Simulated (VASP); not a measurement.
# BeAl2H2C (P4/mmm) in VASP: a series of runs, part 2 of 2

VASP 6.6.1.

## Step 3: Single point, PBE

This run uses another cell than the first one, of 11.56 Å³/atom, 1.331 times its volume.

INCAR reads:

```
SYSTEM = BeAl2H2C
PREC = Accurate ; ENCUT = 520
EDIFF = 1E-6 ; ISMEAR = 0
SIGMA = 0.1 ; LREAL = .FALSE.
LASPH = .TRUE. ; NELM = 80
ALGO = Normal ; ISIF = 2
LWAVE = .FALSE. ; LCHARG = .FALSE.
GGA = PE ; NBANDS = 16
```

KPOINTS reads:

```
Automatic mesh
0
G
  6 6 4
  0 0 0
```

POSCAR reads:

```
BeAl2H2C
1.0
    3.7223774500      0.0000000000      0.0000000000
    0.0000000000      3.7223774500      0.0000000000
    0.0000000000      0.0000000000      5.0049869000
Be Al H C
1 2 2 1
Direct
    0.0000000000      0.0000000000      0.0000000000
    0.5000000000      0.5000000000      0.2536999900
    0.5000000000      0.5000000000      0.7463000100
    0.0000000000      0.5000000000      0.0000000000
    0.5000000000      0.0000000000      0.0000000000
    0.0000000000      0.0000000000      0.5000000000
```

Potentials or basis: VASP PAW PBE potentials, release 64 (Be, Al, H, C).

The run is started by

```bash
$ cat potpaw_PBE.64/Be/POTCAR potpaw_PBE.64/Al/POTCAR potpaw_PBE.64/H/POTCAR potpaw_PBE.64/C/POTCAR > POTCAR
$ mpirun -np 1 vasp_std > vasp.out
```

OUTCAR:

```text
SYSTEM = BeAl2H2C
   PREC = Accurate
   ENCUT = 520
   EDIFF = 1E-6
   ISMEAR = 0
   LREAL = .FALSE.
   LASPH = .TRUE.
   NELM = 80
   ISIF = 2
   GGA = PE

 ion  position               nearest neighbor table
   1  0.000  0.000  0.000-
   2  0.500  0.500  0.254-   3 2.47   3 2.54
   3  0.500  0.500  0.746-   2 2.47   2 2.54
   4  0.000  0.500  0.000-
   5  0.500  0.000  0.000-
   6  0.000  0.000  0.500-

  LATTYP: Found a simple tetragonal cell.
 ALAT       =     3.7223774500
 C/A-ratio  =     1.3445672738

  Lattice vectors:

 A1 = (   3.7223774500,   0.0000000000,   0.0000000000)
 A2 = (   0.0000000000,   3.7223774500,   0.0000000000)
 A3 = (   0.0000000000,   0.0000000000,   5.0049869000)

Analysis of symmetry for initial positions (statically):
=====================================================================
 Subroutine PRICEL returns:
 Original cell was already a primitive cell.

 Routine SETGRP: Setting up the symmetry group for a
 simple tetragonal supercell.

 Subroutine GETGRP returns: Found 16 space group operations
 (whereof 16 operations were pure point group operations)
 out of a pool of 16 trial point group operations.

The static configuration has the point symmetry D_4h.

Analysis of symmetry for dynamics (positions and initial velocities):
=====================================================================
 Subroutine PRICEL returns:
 Original cell was already a primitive cell.

 Routine SETGRP: Setting up the symmetry group for a
 simple tetragonal supercell.

 Subroutine GETGRP returns: Found 16 space group operations
 (whereof 16 operations were pure point group operations)
 out of a pool of 16 trial point group operations.

The dynamic configuration has the point symmetry D_4h.
[... 121 lines left out ...]
   EFERMI =   0.00;   METHOD = LEGACY
   ISMEAR =     0;   SIGMA  =   0.10  broadening in eV -4-tet -1-fermi 0-gaus
   EFERMI_NEDOS =   21; number of points for ismear=-14 and -15
   IALGO  =     38    algorithm
   IMIX   =      4    mixing-type and parameters
     AMIX     =   0.40;   BMIX     =  1.00
     AMIX_MAG =   1.60;   BMIX_MAG =  1.00
  volume/ion in A,a.u.               =      11.56        78.00
  Fermi-wavevector in a.u.,A,eV,Ry     =   0.960365  1.814826 12.548662  0.922301
  Thomas-Fermi vector in A             =   2.089643
   LORBIT       =      0    0 simple, 1 ext, 2 COOP (PROOUT), +10 PAW based schemes
   GGA     = PE    functional components
   LHFCALC =     F    Hartree Fock is set to
   AEXX    =    0.0000 exact exchange contribution
   IVDW    =     0    specifies the selected vdW correction
   LEPSILON=     F    determine dielectric tensor
   LRPA    =     F    only Hartree local field effects (RPA)
 non-spin polarized calculation
 Gauss-broadening in eV      SIGMA  =   0.10
  energy-cutoff  :      520.00
  volume of cell :       69.35
 maximum number of plane-waves:      1908
 NGX is ok and might be reduce to    28
   NGX = 13   NGY = 13   NGZ = 19

 number of electron      13.9999999 magnetization

 Free energy of the ion-electron system (eV)
  ---------------------------------------------------
  ext. energy  EPLUGINS =         0.00000000
  ---------------------------------------------------
  free energy    TOTEN  =       -20.62068671 eV

  energy without entropy =      -20.61121931  energy(sigma->0) =      -20.61595301

 E-fermi :   4.9085     XC(G=0):  -9.6879

 val. band max:        4.8699898733   @ k =   0.5000   0.0000   0.2500
 cond. band min:       4.9554186756   @ k =   0.1667   0.0000   0.2500
 fundamental gap:      0.0854288023
 Fermi energy:         4.9085430942

 k-point     1 :       0.0000    0.0000    0.0000
  band No.  band energies     occupation
      1      -6.6674      2.00000
      2      -3.1228      2.00000
      3       0.3917      2.00000
      4       1.7914      2.00000
      5       2.6528      2.00000
      6       3.3669      2.00000
[... 433 lines left out ...]
      3      -2.7670      2.00000
      4      -1.0952      2.00000
      5       4.4528      2.00000
      6       5.1300      0.00173
[... 8 lines left out ...]
     15       9.8851      0.00000
     16      10.1845      0.00000

 [... further k-points ...]
[... 5 lines left out ...]
  --------------------------------------------------------------------------------------
  -------------------------------------------------------------------------------------
  Total       -7.2698746     -7.2698746     -6.1635786      0.0000000      0.0000000     -0.0000000
  in kB     -167.9553096   -167.9553096   -142.3966450      0.0000000      0.0000000     -0.0000000
  external PRESSURE =    -159.4357547 kB  Pullay stress =       0.0000000 kB

 VOLUME and BASIS-vectors are now :
 -----------------------------------------------------------------------------
  energy-cutoff  :      520.00
  volume of cell :       69.35
      direct lattice vectors                 reciprocal lattice vectors
     3.722377450  0.000000000  0.000000000     0.268645513  0.000000000  0.000000000
     0.000000000  3.722377450  0.000000000     0.000000000  0.268645513  0.000000000
     0.000000000  0.000000000  5.004986900     0.000000000  0.000000000  0.199800723

 POSITION                                       TOTAL-FORCE (eV/Angst)
 -----------------------------------------------------------------------------------
      0.00000      0.00000      0.00000        -0.000000      0.000000      0.000000
      1.86119      1.86119      1.26977        -0.000000     -0.000000      0.583198
      1.86119      1.86119      3.73522         0.000000     -0.000000     -0.583198
      0.00000      1.86119      0.00000        -0.000000      0.000000      0.000000
      1.86119      0.00000      0.00000        -0.000000      0.000000      0.000000
      0.00000      0.00000      2.50249        -0.000000      0.000000      0.000000
 -----------------------------------------------------------------------------------
    total drift:                               -0.000000     -0.000000      0.000000

  FREE ENERGIE OF THE ION-ELECTRON SYSTEM (eV)
  ---------------------------------------------------
  free  energy   TOTEN  =       -20.6206867130 eV

  energy  without entropy=      -20.6112193101  energy(sigma->0) =      -20.61595301
```

stdout:

```text
POSCAR found type information on POSCAR BeAlH C
 POSCAR found :  4 types and       6 ions
 scaLAPACK will be used
 LDA part: xc-table for (Slater+PW92), standard interpolation
 POSCAR, INCAR and KPOINTS ok, starting setup
 FFT: planning ... GRIDC
 FFT: planning ... GRID_SOFT
 FFT: planning ... GRID
 WAVECAR not read
 entering main loop
```

It took 11 s on 1 thread of Intel Xeon 6975P-C (Granite Rapids), shared host; peak memory 0.19 GiB.

What came out:

| Item | Value |
| --- | --- |
| Free energy | -20.6207 eV |
| Pressure | -15.9 GPa |
| Largest force | 0.583 eV/Å |
| Band gap on the k mesh | zero (band 7 reaches 5.65 eV, above the bottom of band 8 at 1.76 eV) |

Forces in eV/Å, atoms in the order of the input:
```
Be   0.000  0.000  0.000
Al   0.000  0.000  0.583
Al   0.000  0.000 -0.583
H    0.000  0.000  0.000
H    0.000  0.000  0.000
C    0.000  0.000  0.000
```

Stress tensor (GPa, compression positive):
```
-16.80   0.00   0.00
  0.00 -16.80   0.00
  0.00   0.00 -14.24
```

## Step 4: Single point, PBE, collinear spin, ferromagnetic start

INCAR reads:

```
SYSTEM = BeAl2H2C
ALGO = Normal
EDIFF = 1E-7
ENCUT = 520
GGA = PE
ISIF = 2
ISMEAR = 0
ISPIN = 2
LASPH = .True.
LCHARG = .False.
LORBIT = 11
LREAL = .False.
LWAVE = .False.
MAGMOM = 0 0 0 0 0 1
NBANDS = 20
NELM = 150
PREC = Accurate
SIGMA = 0.1
```

KPOINTS reads:

```
k-points
0
Gamma
  6 6 4
  0 0 0
```

POSCAR reads:

```
BeAl2H2C
1.0
    3.2771144178      0.0000000000      0.0000000000
    0.0000000000      3.2771144178      0.0000000000
    0.0000000000      0.0000000000      4.8506928408
Be Al H C
1 2 2 1
Direct
    0.0000000000      0.0000000000      0.0000000000
    0.5000000000      0.5000000000      0.2638989920
    0.5000000000      0.5000000000      0.7361010080
    0.0000000000      0.5000000000      0.0000000000
    0.5000000000      0.0000000000      0.0000000000
    0.0000000000      0.0000000000      0.5000000000
```

Potentials or basis: VASP PAW PBE potentials, release 64 (Be, Al, H, C).

The run is started by

```bash
$ cat potpaw_PBE.64/Be/POTCAR potpaw_PBE.64/Al/POTCAR potpaw_PBE.64/H/POTCAR potpaw_PBE.64/C/POTCAR > POTCAR
$ mpirun -np 1 vasp_std > vasp.out
```

OUTCAR:

```text
SYSTEM = BeAl2H2C
   EDIFF = 1E-7
   ENCUT = 520
   GGA = PE
   ISIF = 2
   ISMEAR = 0
   ISPIN = 2
   LASPH = .True.
   LORBIT = 11
   LREAL = .False.
   NELM = 150
   PREC = Accurate

 ion  position               nearest neighbor table
   1  0.000  0.000  0.000-   2 2.65   3 2.65   2 2.65   3 2.65   2 2.65   3 2.65   2 2.65   3 2.65

   2  0.500  0.500  0.264-   4 2.08   5 2.08   5 2.08   4 2.08   3 2.29   3 2.56   6 2.58   6 2.58
                             6 2.58   6 2.58   1 2.65   1 2.65   1 2.65   1 2.65
   3  0.500  0.500  0.736-   4 2.08   5 2.08   5 2.08   4 2.08   2 2.29   2 2.56   6 2.58   6 2.58
                             6 2.58   6 2.58   1 2.65   1 2.65   1 2.65   1 2.65
   4  0.000  0.500  0.000-   2 2.08   3 2.08   2 2.08   3 2.08
   5  0.500  0.000  0.000-   2 2.08   3 2.08   2 2.08   3 2.08
   6  0.000  0.000  0.500-   2 2.58   3 2.58   2 2.58   3 2.58   2 2.58   3 2.58   2 2.58   3 2.58

  LATTYP: Found a simple tetragonal cell.
 ALAT       =     3.2771144178
 C/A-ratio  =     1.4801719508

  Lattice vectors:

 A1 = (   3.2771144178,   0.0000000000,   0.0000000000)
 A2 = (   0.0000000000,   3.2771144178,   0.0000000000)
 A3 = (   0.0000000000,   0.0000000000,   4.8506928408)

Analysis of symmetry for initial positions (statically):
=====================================================================
 Subroutine PRICEL returns:
 Original cell was already a primitive cell.

 Routine SETGRP: Setting up the symmetry group for a
 simple tetragonal supercell.

 Subroutine GETGRP returns: Found 16 space group operations
 (whereof 16 operations were pure point group operations)
 out of a pool of 16 trial point group operations.

The static configuration has the point symmetry D_4h.

Analysis of symmetry for dynamics (positions and initial velocities):
=====================================================================
 Subroutine PRICEL returns:
 Original cell was already a primitive cell.

 Routine SETGRP: Setting up the symmetry group for a
 simple tetragonal supercell.

 Subroutine GETGRP returns: Found 16 space group operations
 (whereof 16 operations were pure point group operations)
 out of a pool of 16 trial point group operations.
[... 189 lines left out ...]
      6       5.9578      1.00000
[... 517 lines left out ...]
     18      20.6967      0.00000
     19      21.3705      0.00000

 [... further k-points ...]

 spin component 2

 k-point     1 :       0.0000    0.0000    0.0000
  band No.  band energies     occupation
      1      -6.1586      1.00000
      2      -1.9729      1.00000
      3       1.2857      1.00000
      4       4.1948      1.00000
      5       5.9578      1.00000
      6       5.9578      1.00000
[... 517 lines left out ...]
     18      20.6967      0.00000
     19      21.3705      0.00000

 [... further k-points ...]

 [bands above 19 left out]

------------------------ aborting loop because EDIFF is reached ----------------------------------------

  FORCE on cell =-STRESS in cart. coord.  units (eV):
  Direction    XX          YY          ZZ          XY          YZ          ZX
  --------------------------------------------------------------------------------------
  -------------------------------------------------------------------------------------
  Total       -0.1067635     -0.1067635     -0.0353112      0.0000000      0.0000000      0.0000000
  in kB       -3.2835722     -3.2835722     -1.0860160      0.0000000      0.0000000      0.0000000
  external PRESSURE =      -2.5510535 kB  Pullay stress =       0.0000000 kB

 VOLUME and BASIS-vectors are now :
 -----------------------------------------------------------------------------
  energy-cutoff  :      520.00
  volume of cell :       52.09
      direct lattice vectors                 reciprocal lattice vectors
     3.277114418  0.000000000  0.000000000     0.305146502  0.000000000  0.000000000
     0.000000000  3.277114418  0.000000000     0.000000000  0.305146502  0.000000000
     0.000000000  0.000000000  4.850692841     0.000000000  0.000000000  0.206156117

 POSITION                                       TOTAL-FORCE (eV/Angst)
 -----------------------------------------------------------------------------------
      0.00000      0.00000      0.00000        -0.000000     -0.000000      0.000000
      1.63856      1.63856      1.28009         0.000000      0.000000      0.013224
      1.63856      1.63856      3.57060        -0.000000      0.000000     -0.013224
      0.00000      1.63856      0.00000        -0.000000     -0.000000      0.000000
      1.63856      0.00000      0.00000        -0.000000     -0.000000      0.000000
      0.00000      0.00000      2.42535        -0.000000     -0.000000      0.000000
 -----------------------------------------------------------------------------------
    total drift:                               -0.000000      0.000000     -0.000000

  FREE ENERGIE OF THE ION-ELECTRON SYSTEM (eV)
  ---------------------------------------------------
  free  energy   TOTEN  =       -21.7887622635 eV

  energy  without entropy=      -21.7766842029  energy(sigma->0) =      -21.78272323

 total charge

# of ion       s       p       d       tot
------------------------------------------
    1        0.403   0.586   0.000   0.989
    2        0.439   0.323   0.000   0.762
    3        0.439   0.323   0.000   0.762
    4        0.540   0.029   0.000   0.568
    5        0.540   0.029   0.000   0.568
    6        0.912   1.229   0.000   2.141
--------------------------------------------------
tot          3.273   2.519   0.000   5.791

 magnetization (x)

# of ion       s       p       d       tot
------------------------------------------
    1        0.000   0.000   0.000   0.000
    2       -0.000  -0.000   0.000  -0.000
    3       -0.000  -0.000   0.000  -0.000
    4       -0.000  -0.000   0.000  -0.000
    5       -0.000  -0.000   0.000  -0.000
    6       -0.000  -0.000   0.000  -0.000
--------------------------------------------------
tot         -0.000  -0.000   0.000  -0.000
```

stdout:

```text
POSCAR found type information on POSCAR BeAlH C
 POSCAR found :  4 types and       6 ions
 scaLAPACK will be used
 LDA part: xc-table for (Slater+PW92), standard interpolation
 POSCAR, INCAR and KPOINTS ok, starting setup
 FFT: planning ... GRIDC
 FFT: planning ... GRID_SOFT
 FFT: planning ... GRID
 WAVECAR not read
 entering main loop
```

Wall time 18 s (1 thread of Intel Xeon 6975P-C (Granite Rapids), shared host); peak memory 0.19 GiB.

Results:

| Quantity | Value |
| --- | --- |
| Free energy | -21.7888 eV |
| Pressure | -0.3 GPa |
| Largest force | 0.013 eV/Å |
| Band gap on the k mesh | zero (filled and empty bands overlap) |
| Net moment | 0.00 μB per cell |
| Valence electrons inside the program's atomic spheres | Be 0.99; Al 0.76; H 0.57; C 2.14 |

Forces in eV/Å, atoms in the order of the input:
```
Be   0.000  0.000  0.000
Al   0.000  0.000  0.013
Al   0.000  0.000 -0.013
H    0.000  0.000  0.000
H    0.000  0.000  0.000
C    0.000  0.000  0.000
```

Stress tensor (GPa, compression positive):
```
-0.33  0.00  0.00
 0.00 -0.33  0.00
 0.00  0.00 -0.11
```

## Step 5: The runs side by side

```csv
spin,cell,gap on the mesh (eV),pressure (GPa),largest force (eV/Å)
off,"a = 3.277, b = 3.277, c = 4.851 Å, 6 atoms",none,-0.3,0.01
off,"a = 3.722, b = 3.722, c = 5.005 Å, 6 atoms",none,-15.9,0.58
"collinear, ferromagnetic start","a = 3.277, b = 3.277, c = 4.851 Å, 6 atoms",none,-0.3,0.01
```

Alike in all rows: task single point; level PBE; potentials or basis VASP PAW PBE potentials, release 64 (Be, Al, H, C); k mesh 6 × 6 × 4; cutoff (eV) 520; smearing gaussian 0.1 eV.

Absolute energies hang on the potentials; compare differences alone.
